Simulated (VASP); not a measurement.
Set up this calculation in VASP 6.6.1, as the native input.

```
Task                   : single point
Functional             : PBE
Dispersion             : D3(BJ)
Potentials or basis    : VASP PAW PBE potentials, release 64 (Al)
Cutoff                 : 520 eV
k mesh                 : 18 × 18 × 3
Occupations            : gaussian, width 0.15 eV
Spin                   : no spin polarisation
Dipole correction      : no
Further INCAR settings : ALGO = Fast; EDIFF = 1e-07; NBANDS = 18
```

The structure of Al lies in POSCAR:

```
Al
1.0
   -2.8035700760      0.0000000000      0.0000000000
   -1.4017850380     -2.4279629071      0.0000000000
   -0.7787694656     -0.8093209690     14.0252688885
Al
6
Direct
    0.6574055556      0.6388833333      0.0833500000
    0.6203685185      0.5277722222      0.4166833333
    0.5833314815      0.4166611111      0.7500166667
    0.2314796296      0.0277722222      0.9166833333
    0.3055537037      0.2499944444      0.2500166667
    0.2685166667      0.1388833333      0.5833500000
```

This cell differs from its parent crystal: the part above a cut slid along it.

These files were run (other wordings do the same):

INCAR

```
PREC = Accurate
ENCUT = 520
EDIFF = 1E-7
ISMEAR = 0
SIGMA = 0.15
LREAL = F
LASPH = T
NELM = 60
ALGO = Fast
ISIF = 2
LWAVE = F
LCHARG = T
GGA = PE
IVDW = 12
LELF = T
LVHAR = T
NBANDS = 18
```

KPOINTS

```
regular mesh
0
Gamma
  18 18 3
```

Potentials or basis: VASP PAW PBE potentials, release 64 (Al).

Run with:

```bash
$ cat potpaw_PBE.64/Al/POTCAR > POTCAR
$ mpirun -np 1 vasp_std > vasp.out
```

Results of the run:

* Pressure: 0.4 GPa
* Largest force: 0.464 eV/Å
* Band gap on the k mesh: zero (bands 9 and 10 overlap by 5.47 eV)
* Dispersion energy per atom: -0.349 eV

Caveat: the cell differs from its parent crystal (the part above a cut slid along it).

Wall time 21 min on 1 thread of Intel Xeon 8259CL (shared host), peak memory 0.69 GiB.
